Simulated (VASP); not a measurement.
A run of VASP 6.6.1:

File INCAR:

```
ALGO = Normal
EDIFF = 1E-6
ENCUT = 500
GGA = CA
GGA_COMPAT = F
ISIF = 2
ISMEAR = -1
LASPH = T
LCHARG = T
LELF = T
LREAL = F
LVHAR = T
LWAVE = F
NBANDS = 18
NELM = 120
PREC = Accurate
SIGMA = 0.05
```

KPOINTS

```
k-points
0
Gamma
  7 7 7
```

POSCAR

```
Al3Pd
1.0
    3.9469100000      0.0000000000      0.0000000000
    0.0000000000      3.9469100000      0.0000000000
    0.0000000000      0.0000000000      3.9469100000
Pd Al
1 3
Direct
    0.0000000000      0.0000000000      0.0000000000
    0.5000000000      0.5000000000      0.0000000000
    0.5000000000      0.0000000000      0.5000000000
    0.0000000000      0.5000000000      0.5000000000
```

Potentials or basis: VASP PAW LDA potentials, release 64 (Pd, Al).

Command:

```sh
$ cat potpaw_LDA.64/Pd/POTCAR potpaw_LDA.64/Al/POTCAR > POTCAR
$ mpirun -np 1 vasp_std > vasp.out
```

Hardware: 1 thread of Intel Xeon 8259CL, with other jobs on the host.

Problem. Estimate the wall time of this run.

Solution. Run time: 31 s on 1 thread of Intel Xeon 8259CL, with other jobs on the host, peak memory 0.16 GiB. Counts: scf iterations 13, k points 20.
